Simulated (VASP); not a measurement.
# Sn (C2/c) in VASP: single point with BLYP

Aim: the single point of Sn with BLYP.

Everything below comes from runs of VASP 6.6.1. Logs are shortened: lines on timing, memory, paths and dates and some standing lists are left out, and cuts for length are marked.

## 1. The cell of the first run

The structure is monoclinic, space group C2/c (No. 15). The conventional cell has a = 3.316 Å, b = 8.676 Å, c = 4.640 Å, α = 90.00°, β = 110.81°, γ = 90.00°. Sn (site symmetry 2) has 10 Sn at 3.18 to 3.95 Å within 4.2 Å.

## 2. Single point, BLYP

INCAR

```
AGGAC = 1.0
AGGAX = 1.0
ALDAC = 0.0
ALDAX = 1.0
ALGO = Normal
EDIFF = 1E-6
ENCUT = 520
GGA = B5
ISIF = 2
ISMEAR = -1
LASPH = T
LCHARG = F
LREAL = F
LWAVE = F
NBANDS = 21
NELM = 80
PREC = Accurate
SIGMA = 0.1
```

KPOINTS

```
k-points
0
Gamma
  6 6 4
```

POSCAR

```
Sn
1.0
   -3.0662783511      3.0688555288      1.6578556604
    3.0688555288     -3.0662783511      1.6578556604
    3.0658247739      3.0658247739     -1.6531315530
Sn
2
Direct
    0.0000070557      0.9999929443      0.0000000000
    0.7499929443      0.2500070557      0.5000000000
```

Potentials or basis: VASP PAW PBE potentials, release 64 (Sn_d).

Run with:

```sh
$ cat potpaw_PBE.64/Sn_d/POTCAR > POTCAR
$ mpirun -np 1 vasp_std > vasp.out
```

OUTCAR:

```text
EDIFF = 1E-6
   ENCUT = 520
   GGA = B5
   ISIF = 2
   ISMEAR = -1
   LASPH = T
   LREAL = F
   NELM = 80
   PREC = Accurate

 ion  position               nearest neighbor table
   1  0.000  1.000  0.000-   2 3.18   2 3.18   2 3.18   2 3.18
   2  0.750  0.250  0.500-   1 3.18   1 3.18   1 3.18   1 3.18

  LATTYP: Found a base centered monoclinic cell.
 ALAT       =     3.3157133239
 B/A-ratio  =     2.6167490046
 C/A-ratio  =     1.3994559434
 COS(beta)  =    -0.3552360961

  Lattice vectors:

 A1 = (  -3.0662783511,   3.0688555288,   1.6578556604)
 A2 = (   3.0688555288,  -3.0662783511,   1.6578556604)
 A3 = (   3.0658247739,   3.0658247739,  -1.6531315530)

Analysis of symmetry for initial positions (statically):
=====================================================================
 Subroutine PRICEL returns:
 Original cell was already a primitive cell.

 Routine SETGRP: Setting up the symmetry group for a
 base centered monoclinic supercell.

 Subroutine GETGRP returns: Found  4 space group operations
 (whereof  2 operations were pure point group operations)
 out of a pool of  4 trial point group operations.

The static configuration has the point symmetry C_2 .
 The point group associated with its full space group is C_2h.

Analysis of symmetry for dynamics (positions and initial velocities):
=====================================================================
 Subroutine PRICEL returns:
 Original cell was already a primitive cell.

 Routine SETGRP: Setting up the symmetry group for a
 base centered monoclinic supercell.

 Subroutine GETGRP returns: Found  4 space group operations
 (whereof  2 operations were pure point group operations)
 out of a pool of  4 trial point group operations.

The dynamic configuration has the point symmetry C_2 .
 The point group associated with its full space group is C_2h.

 Subroutine INISYM returns: Found  4 space group operations
 (whereof  2 operations are pure point group operations),
 and found     1 'primitive' translations

----------------------------------------------------------------------------------------

                                     Primitive cell

  volume of cell :      62.3922

  direct lattice vectors                    reciprocal lattice vectors
    -3.066278351  3.068855529  1.657855660    -0.000220115  0.162775513  0.301468062
     3.068855529 -3.066278351  1.657855660     0.162775513 -0.000220115  0.301468062
     3.065824774  3.065824774 -1.653131553     0.163019928  0.163019928 -0.000253419

  length of vectors
     4.644181583  4.644181583  4.640194718     0.342606054  0.342606054  0.230545132

  position of ions in fractional coordinates (direct lattice)
     0.000007056  0.999992944  0.000000000
     0.749992944  0.250007056  0.500000000

  ion indices of the primitive-cell ions
   primitive index   ion index
                 1           1
                 2           2

----------------------------------------------------------------------------------------

 KPOINTS: k-points

Automatic generation of k-mesh.
 Grid dimensions read from file:
 generate k-points for:    6    6    4

 Generating k-lattice:

  Cartesian coordinates                     Fractional coordinates (reciprocal lattice)
    -0.000036686  0.027129252  0.050244677     0.166666667 -0.000000000  0.000000000
     0.027129252 -0.000036686  0.050244677    -0.000000000  0.166666667  0.000000000
     0.040754982  0.040754982 -0.000063355     0.000000000  0.000000000  0.250000000

  Length of vectors
     0.057101009  0.057101009  0.057636283

  Shift w.r.t. Gamma in fractional coordinates (k-lattice)
     0.000000000  0.000000000  0.000000000

 Subroutine IBZKPT returns following result:
 ===========================================

 Found     47 irreducible k-points:

 Following reciprocal coordinates:
            Coordinates               Weight
  0.000000  0.000000  0.000000      1.000000
  0.166667  0.000000 -0.000000      4.000000
  0.333333  0.000000 -0.000000      4.000000
  0.500000 -0.000000  0.000000      2.000000
  0.166667  0.166667  0.000000      2.000000
  0.333333  0.166667  0.000000      4.000000
[... 16 lines left out ...]
 -0.333333  0.166667  0.250000      4.000000
 -0.166667  0.166667  0.250000      4.000000
 [... further k-points ...]
   k-points           NKPTS =     47   k-points in BZ     NKDIM =     47   number of bands    NBANDS=     21
   number of dos      NEDOS =    301   number of ions     NIONS =      2
   total plane-waves  NPLWV =  46656
   dimension x,y,z NGX =    36 NGY =   36 NGZ =   36
   dimension x,y,z NGXF=    72 NGYF=   72 NGZF=   72
   ions per type =               2
   NGX,Y,Z   is equivalent  to a cutoff of  12.89, 12.89, 12.90 a.u.
   NGXF,Y,Z  is equivalent  to a cutoff of  25.77, 25.77, 25.80 a.u.
 SYSTEM =  unknown system
   PREC   = accura    normal or accurate (medium, high low for compatibility)
   ISTART =      0    job   : 0-new  1-cont  2-samecut
   ICHARG =      2    charge: 1-file 2-atom 10-const
   ISPIN  =      1    spin polarized calculation?
   LNONCOLLINEAR =      F non collinear calculations
   LSORBIT =      F    spin-orbit coupling
   LASPH  =      T    aspherical Exc in radial PAW
   ENCUT  =  520.0 eV  38.22 Ry    6.18 a.u.   8.64  8.64  8.63*2*pi/ulx,y,z
   NELM   =     80;   NELMIN=  2; NELMDL= -5     # of ELM steps
   EDIFF  = 0.1E-05   stopping-criterion for ELM
   LREAL  =      F    real-space projection
   EDIFFG = 0.1E-04   stopping-criterion for IOM
   NSW    =      0    number of steps for IOM
   IBRION =     -1    ionic relax: 0-MD 1-quasi-New 2-CG
   NFREE  =      0    steps in history (QN), initial steepest desc. (CG)
   ISIF   =      2    stress and relaxation
   ISYM   =      2    0-nonsym 1-usesym 2-fastsym
   POTIM  = 0.5000    time-step for ionic-motion
   TEBEG  =    0.0;   TEEND  =   0.0 temperature during run
   PSTRESS=    0.0 pullay stress
   NELECT =      28.0000    total number of electrons
   NUPDOWN=      -1.0000    fix difference up-down
   EMIN   =  10.00;   EMAX   =-10.00  energy-range for DOS
   EFERMI =   0.00;   METHOD = LEGACY
   ISMEAR =    -1;   SIGMA  =   0.10  broadening in eV -4-tet -1-fermi 0-gaus
   EFERMI_NEDOS =   21; number of points for ismear=-14 and -15
   IALGO  =     38    algorithm
   IMIX   =      4    mixing-type and parameters
     AMIX     =   0.40;   BMIX     =  1.00
     AMIX_MAG =   1.60;   BMIX_MAG =  1.00
  volume/ion in A,a.u.               =      31.20       210.52
  Fermi-wavevector in a.u.,A,eV,Ry     =   1.253384  2.368552 21.374365  1.570972
  Thomas-Fermi vector in A             =   2.387239
   LORBIT       =      0    0 simple, 1 ext, 2 COOP (PROOUT), +10 PAW based schemes
   GGA     = B5    functional components
   LHFCALC =     F    Hartree Fock is set to
   AEXX    =    0.0000 exact exchange contribution
   IVDW    =     0    specifies the selected vdW correction
   LEPSILON=     F    determine dielectric tensor
   LRPA    =     F    only Hartree local field effects (RPA)
 non-spin polarized calculation
  energy-cutoff  :      520.00
  volume of cell :       62.39
 maximum number of plane-waves:      1707
 NGX is ok and might be reduce to    36
   NGX = 17   NGY = 17   NGZ = 17

 number of electron      28.0000005 magnetization

 Free energy of the ion-electron system (eV)
  ---------------------------------------------------
  ext. energy  EPLUGINS =         0.00000000
  ---------------------------------------------------
  free energy    TOTEN  =        -6.09181396 eV

  energy without entropy =       -6.05495767  energy(sigma->0) =       -6.07338581

 E-fermi :   6.8078     XC(G=0):  -9.0401

 val. band max:        6.7870289139   @ k =   0.3333   0.1667   0.0000
 cond. band min:       6.8678923106   @ k =  -0.1667  -0.1667   0.2500
 fundamental gap:      0.0808633967
 Fermi energy:         6.8077715493

 k-point     1 :       0.0000    0.0000    0.0000
  band No.  band energies     occupation
      1     -14.6357      2.00000
      2     -14.5924      2.00000
      3     -14.5522      2.00000
      4     -14.5428      2.00000
      5     -14.4496      2.00000
      6     -14.4466      2.00000
[... 13 lines left out ...]
     20      16.1302      0.00000
     21      16.8094      0.00000

 k-point     2 :       0.1667    0.0000   -0.0000
  band No.  band energies     occupation
      1     -14.6245      2.00000
      2     -14.5562      2.00000
      3     -14.5320      2.00000
      4     -14.5141      2.00000
      5     -14.4677      2.00000
      6     -14.4588      2.00000
[... 13 lines left out ...]
     20      14.9469      0.00000
     21      15.2337      0.00000

 k-point     3 :       0.3333    0.0000   -0.0000
  band No.  band energies     occupation
      1     -14.6002      2.00000
      2     -14.5180      2.00000
      3     -14.5152      2.00000
      4     -14.5075      2.00000
      5     -14.4883      2.00000
      6     -14.4702      2.00000
[... 13 lines left out ...]
     20      13.5353      0.00000
     21      15.5291      0.00000

 k-point     4 :       0.5000   -0.0000    0.0000
  band No.  band energies     occupation
      1     -14.5871      2.00000
      2     -14.5386      2.00000
      3     -14.5267      2.00000
      4     -14.4995      2.00000
      5     -14.4819      2.00000
      6     -14.4777      2.00000
[... 13 lines left out ...]
     20      15.8185      0.00000
     21      16.2025      0.00000

 k-point     5 :       0.1667    0.1667    0.0000
  band No.  band energies     occupation
      1     -14.6087      2.00000
      2     -14.5193      2.00000
      3     -14.5158      2.00000
      4     -14.4885      2.00000
      5     -14.4840      2.00000
      6     -14.4768      2.00000
[... 13 lines left out ...]
     20      13.9774      0.00000
     21      14.1860      0.00000
[... 382 lines left out ...]
     20      13.7417      0.00000
     21      14.4838      0.00000

 k-point    22 :       0.5000    0.1667    0.2500
  band No.  band energies     occupation
      1     -14.5867      2.00000
      2     -14.5321      2.00000
      3     -14.5227      2.00000
      4     -14.5000      2.00000
      5     -14.4874      2.00000
      6     -14.4546      2.00000
[... 13 lines left out ...]
     20      14.2157      0.00000
     21      15.5693      0.00000

 k-point    23 :      -0.3333    0.1667    0.2500
  band No.  band energies     occupation
      1     -14.5918      2.00000
      2     -14.5585      2.00000
      3     -14.5426      2.00000
      4     -14.5063      2.00000
      5     -14.4671      2.00000
      6     -14.4559      2.00000
[... 13 lines left out ...]
     20      15.6137      0.00000
     21      16.6901      0.00000

 k-point    24 :      -0.1667    0.1667    0.2500
  band No.  band energies     occupation
      1     -14.6019      2.00000
      2     -14.5819      2.00000
      3     -14.5751      2.00000
      4     -14.5092      2.00000
      5     -14.4558      2.00000
      6     -14.4419      2.00000
[... 13 lines left out ...]
     20      16.8083      0.00000
     21      16.8174      0.00000

 [... further k-points ...]

------------------------ aborting loop because EDIFF is reached ----------------------------------------

  FORCE on cell =-STRESS in cart. coord.  units (eV):
  Direction    XX          YY          ZZ          XY          YZ          ZX
  --------------------------------------------------------------------------------------
  -------------------------------------------------------------------------------------
  Total        0.0549141      0.0549141     -0.1672990      0.0610965      0.0752123      0.0752123
  in kB        1.4101473      1.4101473     -4.2960960      1.5689055      1.9313868      1.9313864
  external PRESSURE =      -0.4919338 kB  Pullay stress =       0.0000000 kB

 VOLUME and BASIS-vectors are now :
 -----------------------------------------------------------------------------
  energy-cutoff  :      520.00
  volume of cell :       62.39
      direct lattice vectors                 reciprocal lattice vectors
    -3.066278351  3.068855529  1.657855660    -0.000220115  0.162775513  0.301468062
     3.068855529 -3.066278351  1.657855660     0.162775513 -0.000220115  0.301468062
     3.065824774  3.065824774 -1.653131553     0.163019928  0.163019928 -0.000253419

 POSITION                                       TOTAL-FORCE (eV/Angst)
 -----------------------------------------------------------------------------------
      3.06881     -3.06624      1.65786        -0.032087      0.032087     -0.000000
      0.00046      3.06794      0.83129         0.032087     -0.032087      0.000000
 -----------------------------------------------------------------------------------
    total drift:                                0.000000      0.000000     -0.000000

  FREE ENERGIE OF THE ION-ELECTRON SYSTEM (eV)
  ---------------------------------------------------
  free  energy   TOTEN  =        -6.0918139551 eV

  energy  without entropy=       -6.0549576686  energy(sigma->0) =       -6.07338581
```

Wall time 43 s (1 thread of Intel Xeon Platinum 8488C (Sapphire Rapids), shared host); peak memory 0.21 GiB.

Results:

| Quantity | Value |
| --- | --- |
| Free energy | -6.0918 eV |
| Pressure | 0.0 GPa |
| Largest force | 0.045 eV/Å |
| Band gap on the k mesh | zero (band 14 reaches 7.99 eV, above the bottom of band 15 at 4.95 eV) |

Forces on the atoms (eV/Å):
```
Sn  -0.032  0.032  0.000
Sn   0.032 -0.032  0.000
```

Caveat: the k points lie up to 0.36 Å⁻¹ apart; the PAW data sets were made with another functional, which shifts forces and pressure a little; spin-orbit coupling is left out, which moves the levels of the heavy elements.
